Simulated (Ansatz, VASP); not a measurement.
## NaH: VASP beside Ansatz

INCAR

```
SYSTEM = NaH
  ALGO = Normal
  EDIFF = 1E-7
  ENCUT = 520
  GGA = PE
  ISIF = 2
  ISMEAR = 0
  LASPH = .TRUE.
  LCHARG = .FALSE.
  LREAL = .FALSE.
  LWAVE = .FALSE.
  NBANDS = 11
  NELM = 80
  PREC = Accurate
  SIGMA = 0.05
```

KPOINTS

```
k-points
0
G
  8 8 8
  0 0 0
```

Contents of POSCAR:

```
NaH
1.0
    0.0000000000      2.3180000000      2.5620000000
    2.3180000000      0.0000000000      2.5620000000
    2.3180000000      2.3180000000      0.0000000000
Na H
1 1
Direct
    0.0000000000      0.0000000000      0.0000000000
    0.5000000000      0.5000000000      0.5000000000
```

Input for Ansatz:

```yaml
crystal:
  lattice:
    - [0.0, 2.318, 2.562]
    - [2.318, 0.0, 2.562]
    - [2.318, 2.318, 0.0]
  atoms:
    - { symbol: Na, position: [0.0, 0.0, 0.0] }
    - { symbol: H, position: [0.5, 0.5, 0.5] }
basis:
  ecutwfc: 420
kpoints:
  mp_grid: { grid: [8, 8, 8] }
hamiltonian:
  xc: pbe
scf:
  occupations: { method: gaussian, width: 0.05 }
output:
  forces: true
  stress: true
  eigenvalues: true
```

Change from the starting cell: strain -0.050 along x and y, +0.050 along z, atoms carried along.

Alike in both runs: task single point; functional PBE; k mesh 8 × 8 × 8; occupations gaussian, width 0.05 eV; no spin polarisation.

|  | VASP | Ansatz |
| --- | --- | --- |
| version | VASP 6.6.1 | Ansatz 0.2.0 |
| potentials or method | VASP PAW PBE potentials, release 64 (Na_pv, H), cutoff 520 eV | scalar-relativistic, plane waves, PAW |
| valence electrons in the cell | 8 | 10 |

```tsv
	VASP	Ansatz	Ansatz less VASP
gap on the k mesh at the Fermi level (eV)	3.74	3.74	+0.002
least direct gap on the mesh (eV)	4.51	4.50	-0.006
pressure (GPa)	0.9	1.0	+0.03
traceless stress, the component that is largest in VASP (GPa)	-2.16	-2.14	+0.022
```

VASP's potentials hold 8 valence electrons a cell and Ansatz's 10, so a difference there can come from the potentials and not from the codes.
